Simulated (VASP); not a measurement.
## Ga: single point with PBE

Ga:

```
Ga
1.0
     1.43040   -4.01006    0.00000
     1.43040    4.01006    0.00000
     0.00000    0.00000    3.12716
Ga
2
Direct
  0.13300 0.86700 0.75000
  0.86700 0.13300 0.25000
```

This cell differs from its parent crystal: volume scaled by 0.96.

- Program: VASP 6.6.1
- Task: single point
- Functional: PBE
- Potentials or basis: VASP PAW PBE potentials, release 64 (Ga_d)
- Cutoff: 520 eV
- k mesh: 10 × 10 × 8
- Occupations: fermi-dirac, width 0.05 eV
- Spin: no spin polarisation

The pressure is 4.1 GPa, the largest force is 0.232 eV/Å and the band gap on the k mesh is zero (band 13 reaches 11.32 eV, above the bottom of band 14 at 1.61 eV).

Forces in eV/Å, atoms in the order of the input:
```
Ga   0.000 -0.232  0.000
Ga   0.000  0.232  0.000
```

Stress tensor (GPa, compression positive):
```
1.76 0.00 0.00
0.00 4.98 0.00
0.00 0.00 5.65
```

Levels at points of the mesh, in eV from the Fermi level:
```csv
k point,band 10,band 11,band 12,band 13,band 14,band 15,band 16,band 17
"(0.00, 0.00, 0.00)",-14.70,-11.57,-2.41,-1.48,2.95,6.70,8.06,9.02
"(0.50, 0.00, 0.00)",-14.76,-6.83,-5.61,-1.88,-0.39,6.73,6.95,9.22
"(0.50, 0.50, 0.00)",-14.78,-9.48,-8.83,5.26,5.94,6.02,7.37,7.48
"(0.00, 0.00, 0.50)",-14.79,-7.61,-7.61,1.87,1.87,2.60,2.60,10.71
"(0.50, 0.00, 0.50)",-14.76,-3.08,-3.08,-1.65,-1.65,1.89,1.89,4.32
"(0.50, 0.50, 0.50)",-14.85,-5.67,-5.67,-4.44,-4.44,9.90,9.90,11.80
```

Wall time 34 s on 1 thread of Intel(R) Xeon(R) 6975P-C (Granite Rapids) (shared host), peak memory 0.22 GiB.
